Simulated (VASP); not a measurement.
Input of a VASP 6.6.1 run:

The input INCAR:

```
ALGO = Normal ; EDIFF = 1E-7
ENCUT = 520 ; GGA = PE
ISIF = 2 ; ISMEAR = 0
LASPH = True ; LCHARG = False
LREAL = False ; LWAVE = False
NBANDS = 35 ; NELM = 100
PREC = Accurate ; SIGMA = 0.1
```

The input KPOINTS:

```
k-points
0
Gamma
  4 4 4
```

POSCAR

```
Ti2Pt3
1.0
    4.2201574100      0.0000000000      0.0000000000
    0.0000000000      4.2201574100      0.0000000000
    0.0000000000      0.0000000000      5.2103117800
Ti Pt
2 3
Direct
    0.0000000000      0.0000000000      0.7291162200
    0.0000000000      0.0000000000      0.2708837800
    0.5000000000      0.0000000000      0.5000000000
    0.0000000000      0.5000000000      0.5000000000
    0.5000000000      0.5000000000      0.5000000000
```

Potentials or basis: VASP PAW PBE potentials, release 64 (Ti_sv, Pt).

Launch:

```bash
$ cat potpaw_PBE.64/Ti_sv/POTCAR potpaw_PBE.64/Pt/POTCAR > POTCAR
$ mpirun -np 1 vasp_std > vasp.out
```

(1) Estimate the band gap on the k mesh.

(2) Predict the pressure.

(3) Estimate the largest force.

Answers

(1) zero (band 27 reaches 9.18 eV, above the bottom of band 28 at 8.63 eV).

(2) 94.0 GPa.

(3) 4.239 eV/Å.

Caveat: the k points lie up to 0.37 Å⁻¹ apart; spin-orbit coupling is left out, which moves the levels of the heavy elements; forces of over 1 eV/Å act on the atoms, so gaps and moduli don't describe the material at rest.
